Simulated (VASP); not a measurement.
TiH:

```
Ti H
1.0
     0.00000    2.08970    2.08970
     2.08970    0.00000    2.08970
     2.08970    2.08970    0.00000
Ti H
1 1
Direct
  0.00000 0.00000 0.00000
  0.50000 0.50000 0.50000
```

- Program: VASP 6.6.1
- Task: relaxation of cell and atoms
- Functional: BLYP
- Dispersion: D3(BJ)
- Potentials or basis: VASP PAW PBE potentials, release 64 (Ti_sv, H)
- Cutoff: 600 eV
- k mesh: 11 × 11 × 11
- Occupations: fermi-dirac, width 0.05 eV
- Spin: no spin polarisation

At the start: pressure -11.0 GPa; volume 9.13 Å³/atom.

**Question.** How do energy, volume and symmetry change on relaxing?

**Answer.** Over 3 steps the energy falls by 26.5 meV/atom and the volume is 8.41 Å³/atom (-7.9 %); space group Fm-3m (No. 225, to 0.05 Å).

Step by step:
```
step  energy change (eV)  largest force (eV/Å)  pressure (GPa)  volume (Å³)
   1              0.0000                0.0000          -11.02        18.25
   2             -0.0521                0.0000            1.68        16.64
   3             -0.0530                0.0000           -0.03        16.81
```

Final structure:
```cif
data_structure
_symmetry_space_group_name_H-M 'P 1'
_symmetry_Int_Tables_number 1
_cell_length_a 2.8755
_cell_length_b 2.8755
_cell_length_c 2.8755
_cell_angle_alpha 60.000
_cell_angle_beta 60.000
_cell_angle_gamma 60.000
_cell_volume 16.81
loop_
_atom_site_label
_atom_site_type_symbol
_atom_site_fract_x
_atom_site_fract_y
_atom_site_fract_z
_atom_site_occupancy
Ti1 Ti 0.00000 0.00000 0.00000 1
H1 H 0.50000 0.50000 0.50000 1
```

Caveat: the PAW data sets were made with another functional, which shifts forces and pressure a little; pairwise dispersion overbinds metals, which lowers pressure and volume.
